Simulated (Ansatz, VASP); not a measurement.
Two plane-wave programs on Ir

INCAR

```
ALGO = Normal
EDIFF = 1E-6
ENCUT = 500
GGA = PE
GGA_COMPAT = False
ISIF = 2
ISMEAR = 0
LASPH = True
LCHARG = True
LELF = True
LREAL = False
LVHAR = True
LWAVE = False
NBANDS = 10
NELM = 120
PREC = Accurate
SIGMA = 0.1
```

File KPOINTS:

```
k-points
0
Gamma
  18 18 18
```

POSCAR

```
Ir
1.0
    0.0000000000      1.9978031624      1.9978031624
    1.9978031624      0.0000000000      1.9978031624
    1.9978031624      1.9978031624      0.0000000000
Ir
1
Direct
    0.0000000000      0.0000000000      0.0000000000
```

Input for Ansatz:

```yaml
crystal:
  lattice:
    - [0.0, 1.9978031624, 1.9978031624]
    - [1.9978031624, 0.0, 1.9978031624]
    - [1.9978031624, 1.9978031624, 0.0]
  atoms:
    - { symbol: Ir, position: [0.0, 0.0, 0.0] }
basis:
  ecutwfc: 420
kpoints:
  mp_grid: { grid: [18, 18, 18] }
hamiltonian:
  xc: pbe
scf:
  occupations: { method: gaussian, width: 0.1 }
output:
  forces: true
  stress: true
  eigenvalues: true
```

Alike in both runs: task single point; functional PBE; k mesh 18 × 18 × 18; occupations gaussian, width 0.1 eV; no spin polarisation.

```csv
,VASP,Ansatz
version,VASP 6.6.1,Ansatz 0.2.0
potentials or method,"VASP PAW PBE potentials, release 64 (Ir), cutoff 500 eV","scalar-relativistic, plane waves, PAW"
valence electrons in the cell,9,17
```

VASP gave:

```
gap on the k mesh at the Fermi level (eV) : none
pressure (GPa)                            : -25.7
```

Task: Estimate Ansatz's values.

Result: gap on the k mesh at the Fermi level (eV): none; pressure (GPa): -26.0.

A gap of «none» marks a metal or a gap that the smearing closes. With one functional, cell and mesh, what is left measures potentials, basis and numerics. VASP's potentials hold 9 valence electrons a cell and Ansatz's 17, so a difference there can come from the potentials and not from the codes.

Neither program's run includes spin-orbit coupling.
